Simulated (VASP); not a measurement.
A run of VASP 6.6.1 is set up as follows.

The input INCAR:

```
SYSTEM = InWS4
  PREC = Accurate
  ENCUT = 600
  EDIFF = 1E-6
  ISMEAR = 0
  SIGMA = 0.1
  LREAL = .False.
  LASPH = .True.
  NELM = 150
  ALGO = Normal
  ISIF = 3
  LWAVE = .False.
  LCHARG = .False.
  ISPIN = 2
  MAGMOM = 0.01 1.88 0.01 0.01 0.01 0.01
  LORBIT = 11
  LMAXMIX = 4
  GGA = PE
  IBRION = 2
  NSW = 90
  EDIFFG = -0.04
```

Contents of KPOINTS:

```
Automatic mesh
0
Gamma
  4 4 4
  0 0 0
```

The input POSCAR:

```
InWS4
1.0
    0.0000000000      4.0476248200      4.0476248200
    4.0476248200      0.0000000000      4.0476248200
    4.0476248200      4.0476248200      0.0000000000
In W S
1 1 4
Direct
    0.0000000000      0.0000000000      0.0000000000
    0.7500000000      0.7500000000      0.7500000000
    0.8732489600      0.3755836800      0.3755836800
    0.3755836800      0.3755836800      0.3755836800
    0.3755836800      0.8732489600      0.3755836800
    0.3755836800      0.3755836800      0.8732489600
```

Potentials or basis: VASP PAW PBE potentials, release 64 (In_d, W_sv, S).

Run with:

```console
$ cat potpaw_PBE.64/In_d/POTCAR potpaw_PBE.64/W_sv/POTCAR potpaw_PBE.64/S/POTCAR > POTCAR
$ mpirun -np 1 vasp_std > vasp.out
```

Predict the space group after relaxing (to 0.1 Å).

F-43m (No. 216).

Estimate the site moments.

In +0.01; W +1.63; S +0.00 μB.

The path:
```tsv
step	energy change (eV)	largest force (eV/Å)	pressure (GPa)	volume (Å³)
1	0.0000	0.1024	-7.88	132.63
2	-0.6832	0.1025	-2.86	112.83
3	-0.7412	0.0815	0.94	105.38
4	-0.7449	0.0881	-0.19	107.07
5	-0.7451	0.0863	0.11	106.60
6	-0.7463	0.0451	0.11	106.60
7	-0.7467	0.0004	0.13	106.60
```

Caveat: the volume moved by over 15 % at a fixed basis, so the end points are rough.
